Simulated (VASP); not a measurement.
Input of a VASP 6.6.1 run:

POSCAR

```
Li3SI
1.0
    4.6377185459      0.0000000000      0.0000000000
    0.0000000000      4.6377185459      0.0000000000
    0.0000000000      0.0000000000      4.6377185459
I S Li
1 1 3
Direct
    0.0000000000      0.0000000000      0.0000000000
    0.5000000000      0.5000000000      0.5000000000
    0.5000000000      0.5000000000      0.0000000000
    0.5000000000      0.0000000000      0.5000000000
    0.0000000000      0.5000000000      0.5000000000
```

The input INCAR.step1:

```
SYSTEM = Li3SI
ALGO = Normal ; EDIFF = 1E-4
ENCUT = 520 ; GGA = PE
ISMEAR = 0 ; LASPH = .True.
LCHARG = .False. ; LREAL = .False.
LWAVE = .True. ; NBANDS = 19
NELM = 100 ; PREC = Accurate
SIGMA = 0.01
```

INCAR.step2

```
SYSTEM = Li3SI
ALGO = Normal ; EDIFF = 1E-6
ENCUT = 520 ; ISIF = 2
ISMEAR = 0 ; ISTART = 1
LASPH = .True. ; LCHARG = .False.
LMIXTAU = .True. ; LREAL = .False.
LWAVE = .False. ; METAGGA = R2SCAN
NBANDS = 19 ; NELM = 100
PREC = Accurate ; SIGMA = 0.01
```

KPOINTS

```
k-points
0
Gamma
  4 4 4
  0 0 0
```

Potentials or basis: VASP PAW PBE potentials, release 64 (I, S, Li_sv).

Launch:

```sh
$ cat potpaw_PBE.64/I/POTCAR potpaw_PBE.64/S/POTCAR potpaw_PBE.64/Li_sv/POTCAR > POTCAR
$ cp INCAR.step1 INCAR
$ mpirun -np 1 vasp_std > vasp.out
$ cp INCAR.step2 INCAR
$ mpirun -np 1 vasp_std > vasp.out
```

(1) What does it give for the band gap on the k mesh?

## Answers

(1) 4.01 eV, direct.

Caveat: spin-orbit coupling is left out, which moves the levels of the heavy elements.
